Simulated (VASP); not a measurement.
Wanted: the native input for a VASP 6.6.1 run.

| Quantity | Value |
| --- | --- |
| Task | single point |
| Functional | PBEsol |
| Potentials or basis | VASP PAW PBE potentials, release 64 (Sc_sv, Al) |
| Cutoff | 520 eV |
| k mesh | 9 × 9 × 9 |
| Occupations | fermi-dirac, width 0.1 eV |
| Spin | no spin polarisation |
| Dipole correction | no |
| Further INCAR settings | ALGO = Normal; EDIFF = 1e-07; NBANDS = 14 |

The structure of ScAl lies in POSCAR:

```
ScAl
1.0
    3.3703490000      0.0000000000      0.0000000000
    0.0000000000      3.3703490000      0.0000000000
    0.0000000000      0.0000000000      3.3703490000
Sc Al
1 1
Direct
    0.5000000000      0.5000000000      0.5000000000
    0.0000000000      0.0000000000      0.0000000000
```

These files were run (other wordings do the same):

INCAR

```
  ALGO = Normal
  EDIFF = 1E-7
  ENCUT = 520
  GGA = PS
  ISIF = 2
  ISMEAR = -1
  LASPH = T
  LCHARG = F
  LREAL = F
  LWAVE = F
  NBANDS = 14
  NELM = 80
  PREC = Accurate
  SIGMA = 0.1
```

KPOINTS

```
k-points
0
Gamma
  9 9 9
```

Potentials or basis: VASP PAW PBE potentials, release 64 (Sc_sv, Al).

Command:

```bash
$ cat potpaw_PBE.64/Sc_sv/POTCAR potpaw_PBE.64/Al/POTCAR > POTCAR
$ mpirun -np 1 vasp_std > vasp.out
```

Results of the run:

```
Pressure               : -1.6 GPa
Band gap on the k mesh : zero (band 7 reaches 6.20 eV, above the bottom of band 8 at 5.53 eV)
```

Caveat: the PAW data sets were made with another functional, which shifts forces and pressure a little.

It took 31 s on 1 thread of Intel Xeon 8259CL, with other jobs on the host, peak memory 0.16 GiB.
